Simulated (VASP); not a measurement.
# V (Im-3m) in VASP: notebook, part 2 of 2

VASP 6.6.1.

### 3 Single point, LDA

Input file INCAR:

```
SYSTEM = V
ALGO = Normal
EDIFF = 1E-6
ENCUT = 520
ISIF = 2
ISMEAR = 1
LASPH = .True.
LCHARG = .False.
LREAL = .False.
LWAVE = .False.
NBANDS = 12
NELM = 80
PREC = Accurate
SIGMA = 0.1
```

Input file KPOINTS:

```
k-points
0
Gamma
  15 15 15
  0 0 0
```

Input file POSCAR:

```
V
1.0
   -1.4636513664      1.4636513664      1.4636513664
    1.4636513664     -1.4636513664      1.4636513664
    1.4636513664      1.4636513664     -1.4636513664
V
1
Direct
    0.0000000000      0.0000000000      0.0000000000
```

Potentials or basis: VASP PAW LDA potentials, release 64 (V_sv).

Run with:

```sh
$ cat potpaw_LDA.64/V_sv/POTCAR > POTCAR
$ mpirun -np 1 vasp_std > vasp.out
```

OUTCAR:

```text
SYSTEM = V
   EDIFF = 1E-6
   ENCUT = 520
   ISIF = 2
   ISMEAR = 1
   LASPH = .True.
   LREAL = .False.
   NELM = 80
   PREC = Accurate

 ion  position               nearest neighbor table
   1  0.000  0.000  0.000-

  LATTYP: Found a body centered cubic cell.
 ALAT       =     2.9273027328

  Lattice vectors:

 A1 = (  -1.4636513664,   1.4636513664,   1.4636513664)
 A2 = (   1.4636513664,  -1.4636513664,   1.4636513664)
 A3 = (   1.4636513664,   1.4636513664,  -1.4636513664)

Analysis of symmetry for initial positions (statically):
=====================================================================
 Subroutine PRICEL returns:
 Original cell was already a primitive cell.

 Routine SETGRP: Setting up the symmetry group for a
 body centered cubic supercell.

 Subroutine GETGRP returns: Found 48 space group operations
 (whereof 48 operations were pure point group operations)
 out of a pool of 48 trial point group operations.

The static configuration has the point symmetry O_h .

Analysis of symmetry for dynamics (positions and initial velocities):
=====================================================================
 Subroutine PRICEL returns:
 Original cell was already a primitive cell.

 Routine SETGRP: Setting up the symmetry group for a
 body centered cubic supercell.

 Subroutine GETGRP returns: Found 48 space group operations
 (whereof 48 operations were pure point group operations)
 out of a pool of 48 trial point group operations.

The dynamic configuration has the point symmetry O_h .

 Subroutine INISYM returns: Found 48 space group operations
 (whereof 48 operations are pure point group operations),
 and found     1 'primitive' translations

----------------------------------------------------------------------------------------

[... 114 lines left out ...]
   LORBIT       =      0    0 simple, 1 ext, 2 COOP (PROOUT), +10 PAW based schemes
   GGA     = CA    functional components
   LHFCALC =     F    Hartree Fock is set to
   AEXX    =    0.0000 exact exchange contribution
   IVDW    =     0    specifies the selected vdW correction
   LEPSILON=     F    determine dielectric tensor
   LRPA    =     F    only Hartree local field effects (RPA)
 non-spin polarized calculation
 Methfessel and Paxton  Order N= 1 SIGMA  =   0.10
  energy-cutoff  :      520.00
  volume of cell :       12.54
 maximum number of plane-waves:       366
   NGX =  9   NGY =  9   NGZ =  9

 number of electron      13.0000011 magnetization

 Free energy of the ion-electron system (eV)
  ---------------------------------------------------
  ext. energy  EPLUGINS =         0.00000000
  ---------------------------------------------------
  free energy    TOTEN  =        -9.95304152 eV

  energy without entropy =       -9.95493758  energy(sigma->0) =       -9.95367354

 E-fermi :  10.3883     XC(G=0): -13.6245

 val. band max:       10.3791491395   @ k =   0.0667   0.0667   0.0667
 cond. band min:      10.4201850459   @ k =   0.4000   0.2000   0.0000
 fundamental gap:      0.0410359064
 Fermi energy:        10.3882600675

 k-point     1 :       0.0000    0.0000    0.0000
  band No.  band energies     occupation
      1     -52.4949      2.00000
      2     -26.0633      2.00000
      3     -26.0633      2.00000
      4     -26.0633      2.00000
      5       3.7521      2.00000
      6      10.7942     -0.00000
      7      10.7942     -0.00000
      8      10.7942     -0.00000
      9      12.9776      0.00000
     10      12.9776      0.00000
     11      31.5018      0.00000
     12      31.5018      0.00000
[... 331 lines left out ...]
 k-point    24 :       0.4000    0.2000    0.0000
  band No.  band energies     occupation
      1     -52.1980      2.00000
      2     -27.0771      2.00000
      3     -26.5885      2.00000
      4     -26.1793      2.00000
      5       7.9080      2.00000
      6       9.1925      2.00000
      7      10.4202      0.48897
      8      12.9405      0.00000
      9      13.6543      0.00000
     10      17.4124      0.00000
     11      21.3354      0.00000
     12      24.6610      0.00000

 [... further k-points ...]

------------------------ aborting loop because EDIFF is reached ----------------------------------------

  FORCE on cell =-STRESS in cart. coord.  units (eV):
  Direction    XX          YY          ZZ          XY          YZ          ZX
  --------------------------------------------------------------------------------------
  -------------------------------------------------------------------------------------
  Total        0.0169047      0.0169047      0.0169047      0.0000000      0.0000000      0.0000000
  in kB        2.1594575      2.1594575      2.1594575      0.0000000      0.0000000      0.0000000
  external PRESSURE =       2.1594575 kB  Pullay stress =       0.0000000 kB

 VOLUME and BASIS-vectors are now :
 -----------------------------------------------------------------------------
  energy-cutoff  :      520.00
  volume of cell :       12.54
      direct lattice vectors                 reciprocal lattice vectors
    -1.463651366  1.463651366  1.463651366     0.000000000  0.341611405  0.341611405
     1.463651366 -1.463651366  1.463651366     0.341611405  0.000000000  0.341611405
     1.463651366  1.463651366 -1.463651366     0.341611405  0.341611405  0.000000000

 POSITION                                       TOTAL-FORCE (eV/Angst)
 -----------------------------------------------------------------------------------
      0.00000      0.00000      0.00000        -0.000000      0.000000      0.000000
 -----------------------------------------------------------------------------------
    total drift:                                0.000000     -0.000000      0.000000

  FREE ENERGIE OF THE ION-ELECTRON SYSTEM (eV)
  ---------------------------------------------------
  free  energy   TOTEN  =        -9.9530415242 eV

  energy  without entropy=       -9.9549375764  energy(sigma->0) =       -9.95367354
```

OSZICAR:

```text
N       E                     dE             d eps       ncg     rms          rms(c)
DAV:   1     0.892413119949E+02    0.89241E+02   -0.70345E+03  2888   0.120E+03
DAV:   2    -0.996823573839E+01   -0.99210E+02   -0.96187E+02  2960   0.331E+02
DAV:   3    -0.112569851938E+02   -0.12887E+01   -0.12858E+01  3204   0.441E+01
DAV:   4    -0.112633975219E+02   -0.64123E-02   -0.64122E-02  3136   0.329E+00
DAV:   5    -0.112634743998E+02   -0.76878E-04   -0.76878E-04  3132   0.339E-01    0.205E+01
DAV:   6    -0.999008838725E+01    0.12734E+01   -0.27824E+00  2984   0.281E+01    0.249E+00
DAV:   7    -0.996360118264E+01    0.26487E-01   -0.27039E-02  3020   0.208E+00    0.130E+00
DAV:   8    -0.995299760332E+01    0.10604E-01   -0.57857E-03  3052   0.118E+00    0.454E-02
DAV:   9    -0.995302957547E+01   -0.31972E-04   -0.10815E-04  2956   0.148E-01    0.457E-02
DAV:  10    -0.995304157925E+01   -0.12004E-04   -0.45577E-06  3068   0.279E-02    0.191E-03
DAV:  11    -0.995304152417E+01    0.55077E-07   -0.31179E-07  1572   0.972E-03
   1 F= -.99530415E+01 E0= -.99536735E+01  d E =0.189605E-02
```

stdout:

```text
POSCAR found type information on POSCAR V
 POSCAR found :  1 types and       1 ions
 scaLAPACK will be used
 LDA part: xc-table for (Slater(with rela. corr.)+CA(PZ))
 , standard interpolation
 POSCAR, INCAR and KPOINTS ok, starting setup
 FFT: planning ... GRIDC
 FFT: planning ... GRID_SOFT
 FFT: planning ... GRID
 WAVECAR not read
 entering main loop
```

Run time: 30 s. Hardware: 1 thread of Intel Xeon 6975P-C, shared host; peak memory 0.13 GiB.

What came out:

```
Free energy : -9.9530 eV
Pressure    : 0.2 GPa
```
